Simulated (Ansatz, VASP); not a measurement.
Two plane-wave programs on MgH2

The input INCAR:

```
SYSTEM = MgH2
PREC = Accurate
ENCUT = 600
EDIFF = 1E-6
ISMEAR = 0
SIGMA = 0.1
LREAL = .False.
LASPH = .True.
NELM = 120
ALGO = Normal
ISIF = 2
LWAVE = .False.
LCHARG = .True.
GGA = PE
LELF = .True.
LVHAR = .True.
NBANDS = 9
GGA_COMPAT = .False.
```

The input KPOINTS:

```
Automatic mesh
0
Gamma
  8 8 8
  0 0 0
```

Contents of POSCAR:

```
MgH2
1.0
    0.0000000000      2.2626263952      2.2626263952
    2.2626263952      0.0000000000      2.2626263952
    2.2626263952      2.2626263952      0.0000000000
Mg H
1 2
Direct
    0.0000000000      0.0000000000      0.0000000000
    0.2500000000      0.2500000000      0.2500000000
    0.7500000000      0.7500000000      0.7500000000
```

Input for Ansatz:

```yaml
crystal:
  lattice:
    - [0.0, 2.2626263952, 2.2626263952]
    - [2.2626263952, 0.0, 2.2626263952]
    - [2.2626263952, 2.2626263952, 0.0]
  atoms:
    - { symbol: Mg, position: [0.0, 0.0, 0.0] }
    - { symbol: H, position: [0.25, 0.25, 0.25] }
    - { symbol: H, position: [0.75, 0.75, 0.75] }
basis:
  ecutwfc: 420
kpoints:
  mp_grid: { grid: [8, 8, 8] }
hamiltonian:
  xc: pbe
scf:
  occupations: { method: gaussian, width: 0.1 }
output:
  forces: true
  stress: true
  eigenvalues: true
```

Alike in both runs: task single point; functional PBE; k mesh 8 × 8 × 8; occupations gaussian, width 0.1 eV; no spin polarisation.

|  | VASP | Ansatz |
| --- | --- | --- |
| version | VASP 6.6.1 | Ansatz 0.2.0 |
| potentials or method | VASP PAW PBE potentials, release 64 (Mg, H), cutoff 600 eV | scalar-relativistic, plane waves, PAW |
| valence electrons in the cell | 4 | 12 |

VASP gave:

| Item | Value |
| --- | --- |
| gap on the k mesh at the Fermi level (eV) | none |
| pressure (GPa) | 11.1 |

Task: What did Ansatz give for the same quantities?

Result: gap on the k mesh at the Fermi level (eV): none; pressure (GPa): 11.4.

A gap of «none» marks a metal or a gap that the smearing closes. The functional is the same, so the differences come from potentials, cutoffs and numerics. VASP's potentials hold 4 valence electrons a cell and Ansatz's 12, so a difference there can come from the potentials and not from the codes.
